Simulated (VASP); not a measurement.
# BiAuCl4 (F-43m) in VASP: notebook

Runs on BiAuCl4. Level: PBE. Tasks: single point, relaxation of cell and atoms.

Everything below comes from runs of VASP 6.6.1. Logs are shortened: lines on timing, memory, paths and dates and some standing lists are left out, and cuts for length are marked.

## (1) The cell of the first run

It takes space group F-43m (No. 216, cubic). The conventional cell has a = 8.240 Å, b = 8.240 Å, c = 8.240 Å, α = 90.00°, β = 90.00°, γ = 90.00°. Within 4.5 Å of Bi (site symmetry -43m) lie 12 Cl at 3.42 Å and 4 Au at 3.57 Å. Au (site symmetry -43m) has 12 Cl at 3.41 Å and 4 Bi at 3.57 Å within 4.5 Å. Within 3.8 Å of Cl (site symmetry 3m) lie 6 Cl at 2.89 to 2.94 Å and 3 Au at 3.41 Å and 3 Bi at 3.42 Å.

## (2) Single point, PBE

The input, INCAR:

```
PREC = Accurate
ENCUT = 520
EDIFF = 1E-6
ISMEAR = 0
SIGMA = 0.1
LREAL = False
LASPH = True
NELM = 60
ALGO = Normal
ISIF = 2
LWAVE = False
LCHARG = False
GGA = PE
NBANDS = 36
```

The input, KPOINTS:

```
regular mesh
0
Gamma
  8 8 8
```

The input, POSCAR:

```
BiAuCl4
1.0
    0.0000000000      4.1198040448      4.1198040448
    4.1198040448      0.0000000000      4.1198040448
    4.1198040448      4.1198040448      0.0000000000
Bi Au Cl
1 1 4
Direct
    0.0000000000      0.0000000000      0.0000000000
    0.7500000000      0.7500000000      0.7500000000
    0.3759860660      0.8720418020      0.3759860660
    0.3759860660      0.3759860660      0.8720418020
    0.3759860660      0.3759860660      0.3759860660
    0.8720418020      0.3759860660      0.3759860660
```

Potentials or basis: VASP PAW PBE potentials, release 64 (Bi_d, Au, Cl).

Started as:

```
$ cat potpaw_PBE.64/Bi_d/POTCAR potpaw_PBE.64/Au/POTCAR potpaw_PBE.64/Cl/POTCAR > POTCAR
$ mpirun -np 1 vasp_std > vasp.out
```

OUTCAR:

```text
PREC = Accurate
   ENCUT = 520
   EDIFF = 1E-6
   ISMEAR = 0
   LREAL = False
   LASPH = True
   NELM = 60
   ISIF = 2
   GGA = PE

 ion  position               nearest neighbor table
   1  0.000  0.000  0.000-   2 3.57   2 3.57   2 3.57   2 3.57
   2  0.750  0.750  0.750-   1 3.57   1 3.57   1 3.57   1 3.57
   3  0.376  0.872  0.376-
   4  0.376  0.376  0.872-
   5  0.376  0.376  0.376-
   6  0.872  0.376  0.376-

  LATTYP: Found a face centered cubic cell.
 ALAT       =     8.2396080896

  Lattice vectors:

 A1 = (   0.0000000000,   4.1198040448,   4.1198040448)
 A2 = (   4.1198040448,   0.0000000000,   4.1198040448)
 A3 = (   4.1198040448,   4.1198040448,   0.0000000000)

Analysis of symmetry for initial positions (statically):
=====================================================================
 Subroutine PRICEL returns:
 Original cell was already a primitive cell.

 Routine SETGRP: Setting up the symmetry group for a
 face centered cubic supercell.

 Subroutine GETGRP returns: Found 24 space group operations
 (whereof 24 operations were pure point group operations)
 out of a pool of 48 trial point group operations.

The static configuration has the point symmetry T_d .

Analysis of symmetry for dynamics (positions and initial velocities):
=====================================================================
 Subroutine PRICEL returns:
 Original cell was already a primitive cell.

 Routine SETGRP: Setting up the symmetry group for a
 face centered cubic supercell.

 Subroutine GETGRP returns: Found 24 space group operations
 (whereof 24 operations were pure point group operations)
 out of a pool of 48 trial point group operations.

The dynamic configuration has the point symmetry T_d .

 Subroutine INISYM returns: Found 24 space group operations
 (whereof 24 operations are pure point group operations),
 and found     1 'primitive' translations

----------------------------------------------------------------------------------------

                                     Primitive cell

  volume of cell :     139.8491

  direct lattice vectors                    reciprocal lattice vectors
     0.000000000  4.119804045  4.119804045    -0.121364996  0.121364996  0.121364996
     4.119804045  0.000000000  4.119804045     0.121364996 -0.121364996  0.121364996
     4.119804045  4.119804045  0.000000000     0.121364996  0.121364996 -0.121364996

  length of vectors
     5.826282754  5.826282754  5.826282754     0.210210339  0.210210339  0.210210339

  position of ions in fractional coordinates (direct lattice)
     0.000000000  0.000000000  0.000000000
     0.750000000  0.750000000  0.750000000
     0.375986066  0.872041802  0.375986066
     0.375986066  0.375986066  0.872041802
     0.375986066  0.375986066  0.375986066
     0.872041802  0.375986066  0.375986066

  ion indices of the primitive-cell ions
   primitive index   ion index
                 1           1
                 2           2
                 3           3
                 4           4
                 5           5
                 6           6

----------------------------------------------------------------------------------------

 KPOINTS: regular mesh

Automatic generation of k-mesh.
 Grid dimensions read from file:
 generate k-points for:    8    8    8

 Generating k-lattice:

  Cartesian coordinates                     Fractional coordinates (reciprocal lattice)
    -0.015170624  0.015170624  0.015170624     0.125000000  0.000000000  0.000000000
     0.015170624 -0.015170624  0.015170624     0.000000000  0.125000000  0.000000000
     0.015170624  0.015170624 -0.015170624     0.000000000  0.000000000  0.125000000

  Length of vectors
     0.026276292  0.026276292  0.026276292

  Shift w.r.t. Gamma in fractional coordinates (k-lattice)
     0.000000000  0.000000000  0.000000000

 Subroutine IBZKPT returns following result:
 ===========================================

 Found     29 irreducible k-points:

 Following reciprocal coordinates:
            Coordinates               Weight
  0.000000  0.000000  0.000000      1.000000
  0.125000  0.000000  0.000000      8.000000
  0.250000  0.000000  0.000000      8.000000
  0.375000  0.000000  0.000000      8.000000
  0.500000  0.000000  0.000000      4.000000
  0.125000  0.125000  0.000000      6.000000
[... 16 lines left out ...]
  0.500000  0.250000  0.125000     48.000000
 -0.375000  0.250000  0.125000     24.000000
 [... further k-points ...]
   k-points           NKPTS =     29   k-points in BZ     NKDIM =     29   number of bands    NBANDS=     36
   number of dos      NEDOS =    301   number of ions     NIONS =      6
   total plane-waves  NPLWV = 110592
   dimension x,y,z NGX =    48 NGY =   48 NGZ =   48
   dimension x,y,z NGXF=    96 NGYF=   96 NGZF=   96
   ions per type =               1   1   4
   NGX,Y,Z   is equivalent  to a cutoff of  13.70, 13.70, 13.70 a.u.
   NGXF,Y,Z  is equivalent  to a cutoff of  27.39, 27.39, 27.39 a.u.
 SYSTEM =  unknown system
   PREC   = accura    normal or accurate (medium, high low for compatibility)
   ISTART =      0    job   : 0-new  1-cont  2-samecut
   ICHARG =      2    charge: 1-file 2-atom 10-const
   ISPIN  =      1    spin polarized calculation?
   LNONCOLLINEAR =      F non collinear calculations
   LSORBIT =      F    spin-orbit coupling
   LASPH  =      T    aspherical Exc in radial PAW
   ENCUT  =  520.0 eV  38.22 Ry    6.18 a.u.  10.83 10.83 10.83*2*pi/ulx,y,z
   NELM   =     60;   NELMIN=  2; NELMDL= -5     # of ELM steps
   EDIFF  = 0.1E-05   stopping-criterion for ELM
   LREAL  =      F    real-space projection
   EDIFFG = 0.1E-04   stopping-criterion for IOM
   NSW    =      0    number of steps for IOM
   IBRION =     -1    ionic relax: 0-MD 1-quasi-New 2-CG
   NFREE  =      0    steps in history (QN), initial steepest desc. (CG)
   ISIF   =      2    stress and relaxation
   ISYM   =      2    0-nonsym 1-usesym 2-fastsym
   POTIM  = 0.5000    time-step for ionic-motion
   TEBEG  =    0.0;   TEEND  =   0.0 temperature during run
   PSTRESS=    0.0 pullay stress
   NELECT =      54.0000    total number of electrons
   NUPDOWN=      -1.0000    fix difference up-down
   EMIN   =  10.00;   EMAX   =-10.00  energy-range for DOS
   EFERMI =   0.00;   METHOD = LEGACY
   ISMEAR =     0;   SIGMA  =   0.10  broadening in eV -4-tet -1-fermi 0-gaus
   EFERMI_NEDOS =   21; number of points for ismear=-14 and -15
   IALGO  =     38    algorithm
   IMIX   =      4    mixing-type and parameters
     AMIX     =   0.40;   BMIX     =  1.00
     AMIX_MAG =   1.60;   BMIX_MAG =  1.00
  volume/ion in A,a.u.               =      23.31       157.29
  Fermi-wavevector in a.u.,A,eV,Ry     =   1.192119  2.252778 19.335881  1.421147
  Thomas-Fermi vector in A             =   2.328164
   LORBIT       =      0    0 simple, 1 ext, 2 COOP (PROOUT), +10 PAW based schemes
   GGA     = PE    functional components
   LHFCALC =     F    Hartree Fock is set to
   AEXX    =    0.0000 exact exchange contribution
   IVDW    =     0    specifies the selected vdW correction
   LEPSILON=     F    determine dielectric tensor
   LRPA    =     F    only Hartree local field effects (RPA)
 non-spin polarized calculation
 Gauss-broadening in eV      SIGMA  =   0.10
  energy-cutoff  :      520.00
  volume of cell :      139.85
 maximum number of plane-waves:      3812
 NGX is ok and might be reduce to    48
   NGX = 21   NGY = 21   NGZ = 21

 number of electron      54.0000000 magnetization

 Free energy of the ion-electron system (eV)
  ---------------------------------------------------
  ext. energy  EPLUGINS =         0.00000000
  ---------------------------------------------------
  free energy    TOTEN  =       -11.24341714 eV

  energy without entropy =      -11.18216055  energy(sigma->0) =      -11.21278885

 E-fermi :   4.1988     XC(G=0):  -9.8950

 val. band max:        4.1902574500   @ k =   0.3750   0.1250   0.0000
 cond. band min:       4.2051805264   @ k =   0.3750   0.2500   0.1250
 fundamental gap:      0.0149230764
 Fermi energy:         4.1988148535

 k-point     1 :       0.0000    0.0000    0.0000
  band No.  band energies     occupation
      1     -19.7384      2.00000
      2     -19.7384      2.00000
      3     -19.7384      2.00000
      4     -19.7359      2.00000
      5     -19.7359      2.00000
      6     -11.5649      2.00000
[... 28 lines left out ...]
     35      13.1889      0.00000
     36      13.1962      0.00000

 k-point     2 :       0.1250    0.0000    0.0000
  band No.  band energies     occupation
      1     -19.7384      2.00000
      2     -19.7384      2.00000
      3     -19.7384      2.00000
      4     -19.7359      2.00000
      5     -19.7359      2.00000
      6     -11.5169      2.00000
[... 28 lines left out ...]
     35      13.3584      0.00000
     36      13.4167      0.00000

 k-point     3 :       0.2500    0.0000    0.0000
  band No.  band energies     occupation
      1     -19.7384      2.00000
      2     -19.7383      2.00000
      3     -19.7383      2.00000
      4     -19.7359      2.00000
      5     -19.7359      2.00000
      6     -11.3828      2.00000
[... 28 lines left out ...]
     35      13.5642      0.00000
     36      13.7091      0.00000
[... 742 lines left out ...]
 k-point    23 :       0.5000    0.2500    0.1250
  band No.  band energies     occupation
      1     -19.7385      2.00000
      2     -19.7382      2.00000
      3     -19.7381      2.00000
      4     -19.7361      2.00000
      5     -19.7359      2.00000
      6     -11.0868      2.00000
[... 28 lines left out ...]
     35      13.2215      0.00000
     36      13.7170      0.00000

 k-point    24 :      -0.3750    0.2500    0.1250
  band No.  band energies     occupation
      1     -19.7384      2.00000
      2     -19.7382      2.00000
      3     -19.7381      2.00000
      4     -19.7361      2.00000
      5     -19.7359      2.00000
      6     -10.9791      2.00000
[... 28 lines left out ...]
     35      13.3717      0.00000
     36      13.5150      0.00000

 [... further k-points ...]

------------------------ aborting loop because EDIFF is reached ----------------------------------------

  FORCE on cell =-STRESS in cart. coord.  units (eV):
  Direction    XX          YY          ZZ          XY          YZ          ZX
  --------------------------------------------------------------------------------------
  -------------------------------------------------------------------------------------
  Total       -0.0672608     -0.0672608     -0.0672608      0.0000000      0.0000000      0.0000000
  in kB       -0.7705717     -0.7705717     -0.7705717      0.0000000      0.0000000      0.0000000
  external PRESSURE =      -0.7705717 kB  Pullay stress =       0.0000000 kB

 VOLUME and BASIS-vectors are now :
 -----------------------------------------------------------------------------
  energy-cutoff  :      520.00
  volume of cell :      139.85
      direct lattice vectors                 reciprocal lattice vectors
     0.000000000  4.119804045  4.119804045    -0.121364996  0.121364996  0.121364996
     4.119804045  0.000000000  4.119804045     0.121364996 -0.121364996  0.121364996
     4.119804045  4.119804045  0.000000000     0.121364996  0.121364996 -0.121364996

 POSITION                                       TOTAL-FORCE (eV/Angst)
 -----------------------------------------------------------------------------------
      0.00000      0.00000      0.00000        -0.000000      0.000000      0.000000
      6.17971      6.17971      6.17971        -0.000000      0.000000      0.000000
      5.14163      3.09798      5.14163        -0.005762      0.005762     -0.005762
      5.14163      5.14163      3.09798        -0.005762     -0.005762      0.005762
      3.09798      3.09798      3.09798         0.005762      0.005762      0.005762
      3.09798      5.14163      5.14163         0.005762     -0.005762     -0.005762
 -----------------------------------------------------------------------------------
    total drift:                               -0.000000     -0.000000     -0.000000

  FREE ENERGIE OF THE ION-ELECTRON SYSTEM (eV)
  ---------------------------------------------------
  free  energy   TOTEN  =       -11.2434171380 eV

  energy  without entropy=      -11.1821605525  energy(sigma->0) =      -11.21278885
```

Wall time 5.9 min (1 thread of Intel Xeon 8259CL, shared host); peak memory 0.39 GiB.

Results:

| Quantity | Value |
| --- | --- |
| Free energy | -11.2434 eV |
| Pressure | -0.1 GPa |
| Largest force | 0.010 eV/Å |
| Band gap on the k mesh | zero (bands 27 and 28 overlap by 0.23 eV) |

Forces in eV/Å, atoms in the order of the input:
```
Bi   0.000  0.000  0.000
Au   0.000  0.000  0.000
Cl  -0.006  0.006 -0.006
Cl  -0.006 -0.006  0.006
Cl   0.006  0.006  0.006
Cl   0.006 -0.006 -0.006
```

Levels at points of the mesh, in eV from the Fermi level:
```tsv
k point	band 23	band 24	band 25	band 26	band 27	band 28	band 29	band 30	band 31	band 32
(0.00, 0.00, 0.00)	-0.58	-0.58	-0.41	-0.09	-0.09	-0.09	0.57	0.57	0.57	6.73
(0.50, 0.00, 0.00)	-1.67	-1.67	-0.78	-0.56	0.15	0.15	1.27	1.27	1.41	6.48
(0.50, 0.50, 0.00)	-1.94	-1.94	-1.30	0.03	0.03	0.11	1.24	1.24	1.79	5.66
```

Caveat: spin-orbit coupling is left out, which moves the levels of the heavy elements.

## (3) Relaxation of cell and atoms, PBE

This run uses another cell than the first one, of 24.05 Å³/atom.

The input, INCAR:

```
PREC = Accurate ; ENCUT = 600
EDIFF = 1E-7 ; ISMEAR = 0
SIGMA = 0.1 ; LREAL = False
LASPH = True ; NELM = 80
ALGO = Normal ; ISIF = 3
LWAVE = False ; LCHARG = False
GGA = PE ; IBRION = 2
NSW = 100 ; EDIFFG = -0.01
```

KPOINTS is that of step 2.

The input, POSCAR:

```
BiAuCl4
1.0
    0.0000000000      4.1628042762      4.1628042762
    4.1628042762      0.0000000000      4.1628042762
    4.1628042762      4.1628042762      0.0000000000
Bi Au Cl
1 1 4
Direct
    0.0000000000      0.0000000000      0.0000000000
    0.7500000000      0.7500000000      0.7500000000
    0.3750000000      0.8750000000      0.3750000000
    0.3750000000      0.3750000000      0.8750000000
    0.3750000000      0.3750000000      0.3750000000
    0.8750000000      0.3750000000      0.3750000000
```

Potentials or basis: VASP PAW PBE potentials, release 64 (Bi_d, Au, Cl).

Started as:

```
$ cat potpaw_PBE.64/Bi_d/POTCAR potpaw_PBE.64/Au/POTCAR potpaw_PBE.64/Cl/POTCAR > POTCAR
$ mpirun -np 1 vasp_std > vasp.out
```

OUTCAR:

```text
PREC = Accurate
   ENCUT = 600
   EDIFF = 1E-7
   ISMEAR = 0
   LREAL = False
   LASPH = True
   NELM = 80
   ISIF = 3
   GGA = PE
   IBRION = 2
   NSW = 100
   EDIFFG = -0.01

 ion  position               nearest neighbor table
   1  0.000  0.000  0.000-   2 3.61   2 3.61   2 3.61   2 3.61
   2  0.750  0.750  0.750-   1 3.61   1 3.61   1 3.61   1 3.61
   3  0.375  0.875  0.375-
   4  0.375  0.375  0.875-
   5  0.375  0.375  0.375-
   6  0.875  0.375  0.375-

  LATTYP: Found a face centered cubic cell.
 ALAT       =     8.3256085524

  Lattice vectors:

 A1 = (   0.0000000000,   4.1628042762,   4.1628042762)
 A2 = (   4.1628042762,   0.0000000000,   4.1628042762)
 A3 = (   4.1628042762,   4.1628042762,   0.0000000000)

Analysis of symmetry for initial positions (statically):
[... 348 lines left out ...]
  free energy    TOTEN  =       -11.24400232 eV

  energy without entropy =      -11.18285233  energy(sigma->0) =      -11.21342732

 E-fermi :   4.2005     XC(G=0):  -9.8956

 val. band max:        4.1920671190   @ k =   0.3750   0.1250   0.0000
 cond. band min:       4.2069706169   @ k =   0.3750   0.2500   0.1250
 fundamental gap:      0.0149034980
 Fermi energy:         4.2004799722

 k-point     1 :       0.0000    0.0000    0.0000
  band No.  band energies     occupation
      1     -19.7373      2.00000
      2     -19.7373      2.00000
      3     -19.7373      2.00000
      4     -19.7348      2.00000
      5     -19.7348      2.00000
      6     -11.5642      2.00000
[... 829 lines left out ...]
     31       6.0192      0.00000
     32      10.5118      0.00000

 [... further k-points ...]

------------------------ aborting loop because EDIFF is reached ----------------------------------------

  FORCE on cell =-STRESS in cart. coord.  units (eV):
  Direction    XX          YY          ZZ          XY          YZ          ZX
  --------------------------------------------------------------------------------------
  -------------------------------------------------------------------------------------
  Total        0.0042832      0.0042832      0.0042832     -0.0000000     -0.0000000      0.0000000
  in kB        0.0490766      0.0490766      0.0490766     -0.0000000     -0.0000000      0.0000000
  external PRESSURE =       0.0490766 kB  Pullay stress =       0.0000000 kB
[... 21 lines left out ...]
  FREE ENERGIE OF THE ION-ELECTRON SYSTEM (eV)
  ---------------------------------------------------
  free  energy   TOTEN  =       -11.2440023169 eV

  energy  without entropy=      -11.1828523266  energy(sigma->0) =      -11.21342732

 reached required accuracy - stopping structural energy minimisation
```

CONTCAR:

```text
BiAuCl4
   1.00000000000000
    -0.0000000000000000    4.1196419908863833    4.1196419908863833
     4.1196419908863833    0.0000000000000000    4.1196419908863833
     4.1196419908863833    4.1196419908863833   -0.0000000000000000
  Bi              Au              Cl
     1     1     4
Direct
     0.0000000000000000    0.0000000000000000    0.0000000000000000
     0.7500000000000000    0.7500000000000000    0.7500000000000000
     0.3760493059399109    0.8718520821802676    0.3760493059399109
     0.3760493059399109    0.3760493059399109    0.8718520821802676
     0.3760493059399109    0.3760493059399109    0.3760493059399109
     0.8718520821802676    0.3760493059399109    0.3760493059399109

  0.00000000E+00  0.00000000E+00  0.00000000E+00
  0.00000000E+00  0.00000000E+00  0.00000000E+00
  0.00000000E+00  0.00000000E+00  0.00000000E+00
  0.00000000E+00  0.00000000E+00  0.00000000E+00
  0.00000000E+00  0.00000000E+00  0.00000000E+00
  0.00000000E+00  0.00000000E+00  0.00000000E+00
```

It took 16 min on 1 thread of Intel Xeon 8259CL, shared host; peak memory 0.45 GiB.

Results:

```yaml
Free_energy: -11.2440 eV
Relaxed_volume: 23.31 Å³/atom
Relaxed_cell: a = 5.826 Å, b = 5.826 Å, c = 5.826 Å, α = 60.00°, β = 60.00°, γ = 60.00°
Space_group_after_relaxing_to_0.1_Å: F-43m (No. 216)
Energy_gained_by_relaxing: 3.6 meV/atom
Ionic_steps: 5
Pressure_after_relaxing: 0.0 GPa
Band_gap_on_the_k_mesh: zero (bands 27 and 28 overlap by 0.23 eV)
```

The path:
| step | energy change (eV) | largest force (eV/Å) | pressure (GPa) | volume (Å³) |
| --- | --- | --- | --- | --- |
| 1 | 0.0000 | 0.1633 | -1.15 | 144.27 |
| 2 | -0.0197 | 0.0830 | -0.24 | 140.70 |
| 3 | -0.0210 | 0.0540 | 0.08 | 139.57 |
| 4 | -0.0215 | 0.0197 | 0.03 | 139.74 |
| 5 | -0.0215 | 0.0004 | 0.00 | 139.83 |

Final structure:
```yaml
crystal:
  lattice:
    - [0.00000, 4.11964, 4.11964]
    - [4.11964, 0.00000, 4.11964]
    - [4.11964, 4.11964, 0.00000]
  atoms:
    - { symbol: Bi, position: [0.00000, 0.00000, 0.00000] }
    - { symbol: Au, position: [0.75000, 0.75000, 0.75000] }
    - { symbol: Cl, position: [0.37605, 0.87185, 0.37605] }
    - { symbol: Cl, position: [0.37605, 0.37605, 0.87185] }
    - { symbol: Cl, position: [0.37605, 0.37605, 0.37605] }
    - { symbol: Cl, position: [0.87185, 0.37605, 0.37605] }
```

Caveat: spin-orbit coupling is left out, which moves the levels of the heavy elements.
